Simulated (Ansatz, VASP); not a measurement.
**One calculation of MgB2, two programs**

```
Mg B
1.0
     3.07468    0.00000    0.00000
    -1.53734    2.66275    0.00000
     0.00000    0.00000    3.51122
Mg B
1 2
Direct
  0.00000 0.00000 0.00000
  0.33333 0.66667 0.50000
  0.66667 0.33333 0.50000
```

Change from the starting cell: volume scaled by 0.99, PAW files.

Alike in both runs: task electric field gradients; functional LDA; k mesh 15 × 15 × 12; occupations fermi-dirac, width 0.05 eV; no spin polarisation.

|  | VASP | Ansatz |
| --- | --- | --- |
| version | VASP 6.6.1 | Ansatz 0.2.0 |
| potentials or method | VASP PAW LDA potentials, release 64 (Mg, B) | PAW with Ansatz's default frozen-core files, scalar-relativistic |
| plane-wave cutoff (eV) | 520 | 420 |
| valence electrons in the cell | 8 | 16 |

VASP gave:

| Item | Value |
| --- | --- |
| pressure (GPa) | -6.8 |
| traceless stress, the component that is largest in VASP (GPa) | 1.24 |
| size of Vzz on the site where it differs most (V/Å²) | 19.7 |

Which values does Ansatz return?

Pressure (GPa): -6.2; traceless stress, the component that is largest in VASP (GPa): 1.32; size of Vzz on the site where it differs most (V/Å²): 17.4.

LDA's correlation is that of Perdew and Zunger in VASP and of Perdew and Wang (1992) in Ansatz. VASP's potentials hold 8 valence electrons a cell and Ansatz's 16, so a difference there can come from the potentials and not from the codes.
